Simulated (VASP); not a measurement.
A run of VASP 6.6.1 is set up as follows.

File INCAR:

```
SYSTEM = TiTe2
ALGO = Normal
EDIFF = 1E-6
EDIFFG = -0.04
ENCUT = 600
GGA = PE
IBRION = 2
ISIF = 3
ISMEAR = 0
LASPH = .TRUE.
LCHARG = .FALSE.
LREAL = .FALSE.
LWAVE = .FALSE.
NELM = 60
NSW = 90
PREC = Accurate
SIGMA = 0.1
```

Contents of KPOINTS:

```
k-points
0
G
  3 3 4
  0 0 0
```

Contents of POSCAR:

```
TiTe2
1.0
    6.2159708800      0.0000000000      0.0000000000
   -3.1079854400      5.3831886900      0.0000000000
    0.0000000000      0.0000000000      5.4706569800
Ti Te
2 4
Direct
    0.3333333300      0.6666666700      0.2500000000
    0.6666666700      0.3333333300      0.7500000000
    0.0000000000      0.0000000000      0.0000000000
    0.0000000000      0.0000000000      0.5000000000
    0.3333333300      0.6666666700      0.7500000000
    0.6666666700      0.3333333300      0.2500000000
```

Potentials or basis: VASP PAW PBE potentials, release 64 (Ti_sv, Te).

The run is started by

```bash
$ cat potpaw_PBE.64/Ti_sv/POTCAR potpaw_PBE.64/Te/POTCAR > POTCAR
$ mpirun -np 1 vasp_std > vasp.out
```

(1) Estimate the relaxed volume.

(2) Estimate the space group after relaxing (to 0.1 Å).

(3) Estimate the relaxed cell.

Answers

(1) 23.95 Å³/atom.

(2) P6_3/mmc (No. 194).

(3) a = 5.273 Å, b = 5.273 Å, c = 5.967 Å, α = 90.00°, β = 90.00°, γ = 120.00°.

Caveat: the k points lie up to 0.46 Å⁻¹ apart in the final cell, too coarse for converged energies and pressures of a metal; the volume moved by over 15 % at a fixed basis, so the end points are rough; the highest band is partly filled, so the run has too few bands.
